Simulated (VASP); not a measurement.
# Sr in VASP: single point with PBE

Aim: the single point of Sr with PBE.

Program: VASP 6.6.1. These are calculated values, not measurements. Logs are shortened: lines on timing, memory, paths and dates and some standing lists are left out, and cuts for length are marked.

### Step 1. The cell of the first run

The cell holds a slab with vacuum, 4 atoms: a = 4.200 Å, b = 4.200 Å, c = 30.288 Å, α = 90.00°, β = 90.00°, γ = 109.47°.

### Step 2. Single point, PBE

The input, INCAR:

```
ALGO = Normal
DIPOL = 0.5 0.5 0.497
EDIFF = 1E-7
ENCUT = 520
GGA = PE
IDIPOL = 3
ISIF = 2
ISMEAR = 0
LASPH = True
LCHARG = True
LDIPOL = True
LELF = True
LREAL = False
LVACPOTAV = True
LVHAR = True
LWAVE = False
NBANDS = 28
NELM = 60
PREC = Accurate
SIGMA = 0.1
```

The input, KPOINTS:

```
k-points
0
Gamma
  7 7 1
```

The input, POSCAR:

```
Sr
1.0
    4.2002232099      0.0000000000      0.0000000000
   -1.4000744000      3.9600084201      0.0000000000
    0.0000000000      0.0000000000     30.2884035892
Sr
4
Direct
    0.5000000000      0.5000000000      0.3301593618
    0.0000000000      0.0000000000      0.4433864571
    0.5000000000      0.5000000000      0.5535853877
    0.0000000000      0.0000000000      0.6594599802
```

Potentials or basis: VASP PAW PBE potentials, release 64 (Sr_sv).

Launch:

```sh
cat potpaw_PBE.64/Sr_sv/POTCAR > POTCAR
mpirun -np 1 vasp_std > vasp.out
```

OUTCAR:

```text
EDIFF = 1E-7
   ENCUT = 520
   GGA = PE
   ISIF = 2
   ISMEAR = 0
   LASPH = True
   LREAL = False
   NELM = 60
   PREC = Accurate

 ion  position               nearest neighbor table
   1  0.500  0.500  0.330-   2 4.20   2 4.20   2 4.85   2 4.85
   2  0.000  0.000  0.443-   3 4.13   3 4.13   1 4.20   1 4.20   3 4.79   3 4.79   1 4.85   1 4.85

   3  0.500  0.500  0.554-   4 4.02   4 4.02   2 4.13   2 4.13   4 4.70   4 4.70   2 4.79   2 4.79

   4  0.000  0.000  0.659-   3 4.02   3 4.02   3 4.70   3 4.70

  LATTYP: Found a base centered orthorhombic cell.
 ALAT       =     4.8500000046
 B/A-ratio  =     1.4142135611
 C/A-ratio  =     6.2450316619

  Lattice vectors:

 A1 = (   4.2002232099,   0.0000000000,   0.0000000000)
 A2 = (  -1.4000744000,   3.9600084201,   0.0000000000)
 A3 = (   0.0000000000,   0.0000000000,  30.2884035892)

Analysis of symmetry for initial positions (statically):
=====================================================================
 Subroutine PRICEL returns:
 Original cell was already a primitive cell.

 Routine SETGRP: Setting up the symmetry group for a
 base centered orthorhombic supercell.

 Subroutine GETGRP returns: Found  4 space group operations
 (whereof  4 operations were pure point group operations)
 out of a pool of  8 trial point group operations.

The static configuration has the point symmetry C_2v.

Analysis of symmetry for dynamics (positions and initial velocities):
=====================================================================
 Subroutine PRICEL returns:
 Original cell was already a primitive cell.

 Routine SETGRP: Setting up the symmetry group for a
 base centered orthorhombic supercell.

 Subroutine GETGRP returns: Found  4 space group operations
 (whereof  4 operations were pure point group operations)
 out of a pool of  8 trial point group operations.

The dynamic configuration has the point symmetry C_2v.

 Subroutine INISYM returns: Found  4 space group operations
 (whereof  4 operations are pure point group operations),
 and found     1 'primitive' translations

----------------------------------------------------------------------------------------

                                     Primitive cell

  volume of cell :     503.7846

  direct lattice vectors                    reciprocal lattice vectors
     4.200223210  0.000000000  0.000000000     0.238082585  0.084174905  0.000000000
    -1.400074400  3.960008420  0.000000000     0.000000000  0.252524716  0.000000000
     0.000000000  0.000000000 30.288403589     0.000000000  0.000000000  0.033015936

  length of vectors
     4.200223210  4.200223210 30.288403589     0.252524716  0.252524716  0.033015936

  position of ions in fractional coordinates (direct lattice)
     0.500000000  0.500000000  0.330159362
     0.000000000  0.000000000  0.443386457
     0.500000000  0.500000000  0.553585388
     0.000000000  0.000000000  0.659459980

  ion indices of the primitive-cell ions
   primitive index   ion index
                 1           1
                 2           2
                 3           3
                 4           4

----------------------------------------------------------------------------------------

 KPOINTS: k-points

Automatic generation of k-mesh.
 Grid dimensions read from file:
 generate k-points for:    7    7    1

 Generating k-lattice:

  Cartesian coordinates                     Fractional coordinates (reciprocal lattice)
     0.034011798  0.012024986  0.000000000     0.142857143 -0.000000000  0.000000000
     0.000000000  0.036074959  0.000000000     0.000000000  0.142857143  0.000000000
     0.000000000  0.000000000  0.033015936     0.000000000  0.000000000  1.000000000

  Length of vectors
     0.036074959  0.036074959  0.033015936

  Shift w.r.t. Gamma in fractional coordinates (k-lattice)
     0.000000000  0.000000000  0.000000000

 Subroutine IBZKPT returns following result:
 ===========================================

 Found     16 irreducible k-points:

 Following reciprocal coordinates:
            Coordinates               Weight
  0.000000  0.000000  0.000000      1.000000
  0.142857  0.000000  0.000000      4.000000
  0.285714  0.000000  0.000000      4.000000
  0.428571  0.000000  0.000000      4.000000
  0.142857  0.142857  0.000000      2.000000
  0.285714  0.142857  0.000000      4.000000
[... 8 lines left out ...]
  0.428571  0.428571  0.000000      2.000000
 -0.428571  0.428571  0.000000      2.000000
   k-points           NKPTS =     16   k-points in BZ     NKDIM =     16   number of bands    NBANDS=     28
   number of dos      NEDOS =    301   number of ions     NIONS =      4
   total plane-waves  NPLWV = 245760
   dimension x,y,z NGX =    32 NGY =   32 NGZ =  240
   dimension x,y,z NGXF=    64 NGYF=   64 NGZF=  480
   ions per type =               4
   NGX,Y,Z   is equivalent  to a cutoff of  12.67, 12.67, 13.17 a.u.
   NGXF,Y,Z  is equivalent  to a cutoff of  25.33, 25.33, 26.35 a.u.
 SYSTEM =  unknown system
   PREC   = accura    normal or accurate (medium, high low for compatibility)
   ISTART =      0    job   : 0-new  1-cont  2-samecut
   ICHARG =      2    charge: 1-file 2-atom 10-const
   ISPIN  =      1    spin polarized calculation?
   LNONCOLLINEAR =      F non collinear calculations
   LSORBIT =      F    spin-orbit coupling
   LASPH  =      T    aspherical Exc in radial PAW
   ENCUT  =  520.0 eV  38.22 Ry    6.18 a.u.   7.81  7.81 56.32*2*pi/ulx,y,z
   NELM   =     60;   NELMIN=  2; NELMDL= -5     # of ELM steps
   EDIFF  = 0.1E-06   stopping-criterion for ELM
   LREAL  =      F    real-space projection
   EDIFFG = 0.1E-05   stopping-criterion for IOM
   NSW    =      0    number of steps for IOM
   IBRION =     -1    ionic relax: 0-MD 1-quasi-New 2-CG
   NFREE  =      0    steps in history (QN), initial steepest desc. (CG)
   ISIF   =      2    stress and relaxation
   ISYM   =      2    0-nonsym 1-usesym 2-fastsym
   POTIM  = 0.5000    time-step for ionic-motion
   TEBEG  =    0.0;   TEEND  =   0.0 temperature during run
   PSTRESS=    0.0 pullay stress
   NELECT =      40.0000    total number of electrons
   NUPDOWN=      -1.0000    fix difference up-down
   EMIN   =  10.00;   EMAX   =-10.00  energy-range for DOS
   EFERMI =   0.00;   METHOD = LEGACY
   ISMEAR =     0;   SIGMA  =   0.10  broadening in eV -4-tet -1-fermi 0-gaus
   EFERMI_NEDOS =   21; number of points for ismear=-14 and -15
   IALGO  =     38    algorithm
   IMIX   =      4    mixing-type and parameters
     AMIX     =   0.40;   BMIX     =  1.00
     AMIX_MAG =   1.60;   BMIX_MAG =  1.00
  volume/ion in A,a.u.               =     125.95       849.93
  Fermi-wavevector in a.u.,A,eV,Ry     =   0.703634  1.329675  6.736247  0.495100
  Thomas-Fermi vector in A             =   1.788657
   LORBIT       =      0    0 simple, 1 ext, 2 COOP (PROOUT), +10 PAW based schemes
   GGA     = PE    functional components
   LHFCALC =     F    Hartree Fock is set to
   AEXX    =    0.0000 exact exchange contribution
   IVDW    =     0    specifies the selected vdW correction
   LEPSILON=     F    determine dielectric tensor
   LRPA    =     F    only Hartree local field effects (RPA)
 non-spin polarized calculation
 Gauss-broadening in eV      SIGMA  =   0.10
  energy-cutoff  :      520.00
  volume of cell :      503.78
 maximum number of plane-waves:     13607
   NGX = 15   NGY = 15   NGZ =113

 dipolmoment           0.000000      0.000000      0.000425 electrons x Angstroem

 number of electron      40.0000001 magnetization

 dipolmoment           0.000000      0.000000     -0.002348 electrons x Angstroem

 Free energy of the ion-electron system (eV)
  ---------------------------------------------------
  ext. energy  EPLUGINS =         0.00000000
  ---------------------------------------------------
  free energy    TOTEN  =        -5.81280631 eV

  energy without entropy =       -5.79078840  energy(sigma->0) =       -5.80179736

 E-fermi :  -0.6134     XC(G=0):  -3.7561

 val. band max:       -0.6262216311   @ k =   0.4286   0.4286   0.0000
 cond. band min:      -0.5996883344   @ k =   0.4286   0.4286   0.0000
 fundamental gap:      0.0265332967
 Fermi energy:        -0.6134322003

 k-point     1 :       0.0000    0.0000    0.0000
  band No.  band energies     occupation
      1     -37.7170      2.00000
      2     -37.6257      2.00000
      3     -37.2818      2.00000
      4     -37.1834      2.00000
      5     -19.7496      2.00000
      6     -19.6740      2.00000
[... 20 lines left out ...]
     27       1.1220      0.00000
     28       1.5926      0.00000

 k-point     2 :       0.1429    0.0000    0.0000
  band No.  band energies     occupation
      1     -37.7158      2.00000
      2     -37.6245      2.00000
      3     -37.2805      2.00000
      4     -37.1822      2.00000
      5     -19.7466      2.00000
      6     -19.6708      2.00000
[... 20 lines left out ...]
     27       0.9838      0.00000
     28       1.4098      0.00000

 k-point     3 :       0.2857    0.0000    0.0000
  band No.  band energies     occupation
      1     -37.7131      2.00000
      2     -37.6218      2.00000
      3     -37.2778      2.00000
      4     -37.1796      2.00000
      5     -19.7400      2.00000
      6     -19.6700      2.00000
[... 20 lines left out ...]
     27       0.7951      0.00000
     28       0.9353      0.00000

 k-point     4 :       0.4286    0.0000    0.0000
  band No.  band energies     occupation
      1     -37.7110      2.00000
      2     -37.6197      2.00000
      3     -37.2755      2.00000
      4     -37.1775      2.00000
      5     -19.7348      2.00000
      6     -19.7119      2.00000
[... 20 lines left out ...]
     27       0.5613      0.00000
     28       0.6250      0.00000

 k-point     5 :       0.1429    0.1429    0.0000
  band No.  band energies     occupation
      1     -37.7144      2.00000
      2     -37.6232      2.00000
      3     -37.2791      2.00000
      4     -37.1809      2.00000
      5     -19.7429      2.00000
      6     -19.6666      2.00000
[... 20 lines left out ...]
     27       0.8471      0.00000
     28       1.1794      0.00000

 k-point     6 :       0.2857    0.1429    0.0000
  band No.  band energies     occupation
      1     -37.7118      2.00000
      2     -37.6205      2.00000
      3     -37.2764      2.00000
      4     -37.1783      2.00000
      5     -19.7366      2.00000
      6     -19.6728      2.00000
[... 215 lines left out ...]
      5     -19.7295      2.00000
      6     -19.7080      2.00000
[... 20 lines left out ...]
     27       1.0046      0.00000
     28       1.3107      0.00000

 k-point    14 :      -0.2857    0.2857    0.0000
  band No.  band energies     occupation
      1     -37.7101      2.00000
      2     -37.6188      2.00000
      3     -37.2748      2.00000
      4     -37.1765      2.00000
      5     -19.7343      2.00000
      6     -19.6761      2.00000
[... 20 lines left out ...]
     27       1.2589      0.00000
     28       1.3462      0.00000

 k-point    15 :       0.4286    0.4286    0.0000
  band No.  band energies     occupation
      1     -37.7062      2.00000
      2     -37.6149      2.00000
      3     -37.2707      2.00000
      4     -37.1725      2.00000
      5     -19.7252      2.00000
      6     -19.7248      2.00000
[... 20 lines left out ...]
     27       0.5292      0.00000
     28       1.0186      0.00000

 k-point    16 :      -0.4286    0.4286    0.0000
  band No.  band energies     occupation
      1     -37.7063      2.00000
      2     -37.6150      2.00000
      3     -37.2709      2.00000
      4     -37.1726      2.00000
      5     -19.7259      2.00000
      6     -19.7252      2.00000
[... 20 lines left out ...]
     27       1.0880      0.00000
     28       1.4731      0.00000

------------------------ aborting loop because EDIFF is reached ----------------------------------------

  FORCE on cell =-STRESS in cart. coord.  units (eV):
  Direction    XX          YY          ZZ          XY          YZ          ZX
  --------------------------------------------------------------------------------------
  -------------------------------------------------------------------------------------
  Total       -0.6025077     -0.6220751     -0.4784870     -0.0276725      0.0000000      0.0000000
  in kB       -1.9161449     -1.9783748     -1.5217240     -0.0880063      0.0000000      0.0000000
  external PRESSURE =      -1.8054146 kB  Pullay stress =       0.0000000 kB

 VOLUME and BASIS-vectors are now :
 -----------------------------------------------------------------------------
  energy-cutoff  :      520.00
  volume of cell :      503.78
      direct lattice vectors                 reciprocal lattice vectors
     4.200223210  0.000000000  0.000000000     0.238082585  0.084174905  0.000000000
    -1.400074400  3.960008420  0.000000000     0.000000000  0.252524716  0.000000000
     0.000000000  0.000000000 30.288403589     0.000000000  0.000000000  0.033015936

 POSITION                                       TOTAL-FORCE (eV/Angst)
 -----------------------------------------------------------------------------------
      1.40007      1.98000     10.00000         0.000000      0.000000      0.149099
      0.00000      0.00000     13.42947         0.000000      0.000000     -0.140839
      1.40007      1.98000     16.76722        -0.000000      0.000000     -0.030322
      0.00000      0.00000     19.97399         0.000000      0.000000      0.022062
 -----------------------------------------------------------------------------------
    total drift:                                0.000000      0.000000     -0.000040

  FREE ENERGIE OF THE ION-ELECTRON SYSTEM (eV)
  ---------------------------------------------------
  free  energy   TOTEN  =        -5.8128063131 eV

  energy  without entropy=       -5.7907883982  energy(sigma->0) =       -5.80179736

 vacuum level on the upper side and lower side of the slab         1.873         1.899
```

Wall time 10 min (1 thread of AMD EPYC 7R43 (Zen 3), shared host); peak memory 0.56 GiB.

What came out:

| Property | Result |
| --- | --- |
| Free energy | -5.8128 eV |
| Largest force | 0.149 eV/Å |
| Band gap on the k mesh | zero (band 20 reaches -0.42 eV, above the bottom of band 21 at -0.63 eV) |

Forces in eV/Å, atoms in the order of the input:
```
Sr   0.000  0.000  0.149
Sr   0.000  0.000 -0.141
Sr   0.000  0.000 -0.030
Sr   0.000  0.000  0.022
```
